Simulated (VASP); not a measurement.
# SiC (Moissanite 3C): single point with PBEsol

**Measured values to compare with.**

“Insight into the structural, elastic and electronic properties of a new orthorhombic 6O-SiC polytype”, 2020, pmc:7200658 quotes, for a bulk crystal of SiC: band gap 2.4 eV (indirect).

The system is SiC (Moissanite 3C).

```
CELL_PARAMETERS angstrom
0.00000 2.17900 2.17900
2.17900 0.00000 2.17900
2.17900 2.17900 0.00000
ATOMIC_POSITIONS crystal
Si 0.00000 0.00000 0.00000
C 0.75000 0.75000 0.75000
```

```
Program                : VASP 6.6.1
Task                   : single point
Functional             : PBEsol
Potentials or basis    : VASP PAW PBE potentials, release 64 (Si, C)
Cutoff                 : 600 eV
k mesh                 : 9 × 9 × 9
Occupations            : gaussian, width 0.1 eV
Spin                   : no spin polarisation
Dipole correction      : no
Further INCAR settings : ALGO = Normal; EDIFF = 1e-06; NBANDS = 11
```

The pressure is 0.0 GPa and the band gap on the k mesh is 1.38 eV, indirect (least direct gap 4.52 eV).

Levels at points of the mesh, in eV from the valence-band top:
| k point | band 2 | band 3 | band 4 | band 5 | band 6 | band 7 |
| --- | --- | --- | --- | --- | --- | --- |
| (0.00, 0.00, 0.00) | 0.00 | 0.00 | 0.00 | 6.19 | 7.24 | 7.24 |

It took 6.9 s on 1 thread of Intel(R) Xeon(R) Platinum 8559C (Emerald Rapids), with other jobs on the host, peak memory 0.15 GiB.

Against the measured gap of SiC, 2.4 eV (indirect; quoted in “Insight into the structural, elastic and electronic properties of a new orthorhombic 6O-SiC polytype”, 2020, pmc:7200658), the calculated 1.38 eV is off by -1.02 eV. The value is that of PBEsol on a finite k mesh, which can miss the band edges, without temperature or zero-point motion. Semilocal functionals fall short of measured gaps as a rule.

Caveat: the PAW data sets were made with another functional, which shifts forces and pressure a little.
